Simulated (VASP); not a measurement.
Set up this calculation in VASP 6.6.1, as the native input.

| Item | Value |
| --- | --- |
| Task | single point |
| Functional | PBE |
| Potentials or basis | VASP PAW PBE potentials, release 64 (Ba_sv, Hg, I) |
| Cutoff | 520 eV |
| k mesh | 4 × 2 × 2 |
| Occupations | gaussian, width 0.1 eV |
| Spin | no spin polarisation |
| Dipole correction | no |
| Further INCAR settings | ALGO = Normal; EDIFF = 1e-06; NBANDS = 34 |

The structure of BaHgI4 lies in POSCAR:

```
BaHgI4
1.0
    0.0000000000     -4.7244157835      0.0000000000
   -7.7865808341      0.0000000000      0.0559841323
    0.0671892550      0.0000000000     -8.2803959337
Ba Hg I
1 1 4
Direct
    0.5000000000      1.0000000000      0.5000000000
    1.0000000000      1.0000000000      1.0000000000
    1.0000000000      0.7610911681      0.6989040176
    0.5000000000      0.2229343805      0.8651059554
    0.5000000000      0.7770656195      0.1348940446
    1.0000000000      0.2389088319      0.3010959824
```

These files were run (other wordings do the same):

INCAR

```
SYSTEM = BaHgI4
PREC = Accurate
ENCUT = 520
EDIFF = 1E-6
ISMEAR = 0
SIGMA = 0.1
LREAL = .False.
LASPH = .True.
NELM = 100
ALGO = Normal
ISIF = 2
LWAVE = .False.
LCHARG = .False.
GGA = PE
NBANDS = 34
```

KPOINTS

```
regular mesh
0
Gamma
  4 2 2
  0 0 0
```

Potentials or basis: VASP PAW PBE potentials, release 64 (Ba_sv, Hg, I).

Launch:

```console
$ cat potpaw_PBE.64/Ba_sv/POTCAR potpaw_PBE.64/Hg/POTCAR potpaw_PBE.64/I/POTCAR > POTCAR
$ mpirun -np 1 vasp_std > vasp.out
```

Results of the run:

The pressure is 0.1 GPa and the largest force is 0.046 eV/Å. The band gap on the k mesh is 1.27 eV (least direct gap 1.34 eV).

Caveat: spin-orbit coupling is left out, which moves the levels of the heavy elements.

Wall time 2.4 min on 1 thread of AMD EPYC 7R43 64-Core Processor (Zen 3) (shared host), peak memory 0.4 GiB.
